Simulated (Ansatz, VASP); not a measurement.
GaP: VASP beside Ansatz

Contents of INCAR:

```
  PREC = Accurate
  ENCUT = 600
  EDIFF = 1E-7
  ISMEAR = -1
  SIGMA = 0.05
  LREAL = F
  LASPH = T
  NELM = 100
  ALGO = Normal
  ISIF = 3
  LWAVE = F
  LCHARG = F
  GGA = RP
  IBRION = 2
  NSW = 80
  EDIFFG = -0.005
```

KPOINTS

```
regular mesh
0
Gamma
  8 8 8
```

The input POSCAR:

```
GaP
1.0
    0.0000000000      2.7252500000      2.7252500000
    2.7252500000      0.0000000000      2.7252500000
    2.7252500000      2.7252500000      0.0000000000
Ga P
1 1
Direct
    0.0000000000      0.0000000000      0.0000000000
    0.7500000000      0.7500000000      0.7500000000
```

The input input.yaml:

```yaml
crystal:
  lattice:
    - [0.0, 2.72525, 2.72525]
    - [2.72525, 0.0, 2.72525]
    - [2.72525, 2.72525, 0.0]
  atoms:
    - { symbol: Ga, position: [0.0, 0.0, 0.0] }
    - { symbol: P, position: [0.75, 0.75, 0.75] }
kpoints:
  mp_grid: { grid: [8, 8, 8] }
scf:
  occupations: { method: fermi_dirac, width: 0.05 }
hamiltonian:
  xc: rpbe
  pseudopotentials: { kind: all_electron, lapw: { basis_error: 0.001 } }
output:
  forces: true
  stress: true
relax:
  f_tol: 0.005
  max_steps: 60
  cell: {}
```

Alike in both runs: task relaxation of cell and atoms; functional RPBE; k mesh 8 × 8 × 8; occupations fermi-dirac, width 0.05 eV; no spin polarisation.

|  | VASP | Ansatz |
| --- | --- | --- |
| version | VASP 6.6.1 | Ansatz 0.2.0 |
| potentials or method | VASP PAW PBE potentials, release 64 (Ga_d, P), cutoff 600 eV | all-electron LAPW, scalar-relativistic |

Ansatz gave:

| Quantity | Value |
| --- | --- |
| relaxed volume (Å³/atom) | 21.42 |
| relaxed cell length with the largest relative difference (Å) | 3.927 |

**Question.** Estimate VASP's values.

**Answer.** Relaxed volume (Å³/atom): 21.41; relaxed cell length with the largest relative difference (Å): 3.927.

VASP's potentials were made for PBE, not for RPBE. Ansatz ran all-electron here, and VASP with PAW potentials.
